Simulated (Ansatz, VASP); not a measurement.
# Two plane-wave programs on AlRu

File INCAR:

```
  PREC = Accurate
  ENCUT = 520
  EDIFF = 1E-6
  ISMEAR = -1
  SIGMA = 0.1
  LREAL = F
  LASPH = T
  NELM = 60
  ALGO = Normal
  ISIF = 2
  LWAVE = F
  LCHARG = F
  LDIPOL = T
  IDIPOL = 3
  DIPOL = 0.5 0.5 0.500
  GGA = PE
  NBANDS = 34
```

Contents of KPOINTS:

```
Automatic mesh
0
Gamma
  12 9 1
```

The input POSCAR:

```
AlRu
1.0
    3.0043569640      0.0000000000      0.0000000000
    0.0000000000      4.2488023648      0.0000000000
    0.0000000000      0.0000000000     20.2488000000
Ru Al
3 3
Direct
    0.7500000000      0.2500000000      0.3950850825
    0.7500000000      0.7500000000      0.5000000000
    0.7500000000      0.2500000000      0.6049149175
    0.2500000000      0.7500000000      0.3950850825
    0.2500000000      0.2500000000      0.5000000000
    0.2500000000      0.7500000000      0.6049149175
```

Input for Ansatz:

```yaml
crystal:
  lattice:
    - [3.004356964, 0.0, 0.0]
    - [0.0, 4.2488023648, 0.0]
    - [0.0, 0.0, 20.2488]
  atoms:
    - { symbol: Ru, position: [0.75, 0.25, 0.3950850825] }
    - { symbol: Al, position: [0.25, 0.75, 0.3950850825] }
    - { symbol: Ru, position: [0.75, 0.75, 0.5] }
    - { symbol: Al, position: [0.25, 0.25, 0.5] }
    - { symbol: Ru, position: [0.75, 0.25, 0.6049149175] }
    - { symbol: Al, position: [0.25, 0.75, 0.6049149175] }
kpoints:
  mp_grid: { grid: [12, 9, 1] }
scf:
  occupations: { method: fermi_dirac, width: 0.1 }
hamiltonian:
  xc: pbe
  pseudopotentials: { kind: paw }
output:
  forces: true
  stress: true
  eigenvalues: true
  populations: true
efield:
  axis: 3
  amplitude: 0
  dipole_correction: true
```

Alike in both runs: task single point; functional PBE; k mesh 12 × 9 × 1; occupations fermi-dirac, width 0.1 eV; no spin polarisation.

|  | VASP | Ansatz |
| --- | --- | --- |
| version | VASP 6.6.1 | Ansatz 0.2.0 |
| potentials or method | VASP PAW PBE potentials, release 64 (Ru_pv, Al) | PAW with Ansatz's default frozen-core files, scalar-relativistic |
| plane-wave cutoff (eV) | 520 | 420 |
| valence electrons in the cell | 51 | 57 |

Ansatz gave:

| Property | Result |
| --- | --- |
| rms of the force components (eV/Å) | 0.099 |

**Question.** Which values does VASP return?

**Answer.** rms of the force components (eV/Å): 0.098.

The functional is the same, so the differences come from potentials, cutoffs and numerics. VASP's potentials hold 51 valence electrons a cell and Ansatz's 57, so a difference there can come from the potentials and not from the codes.
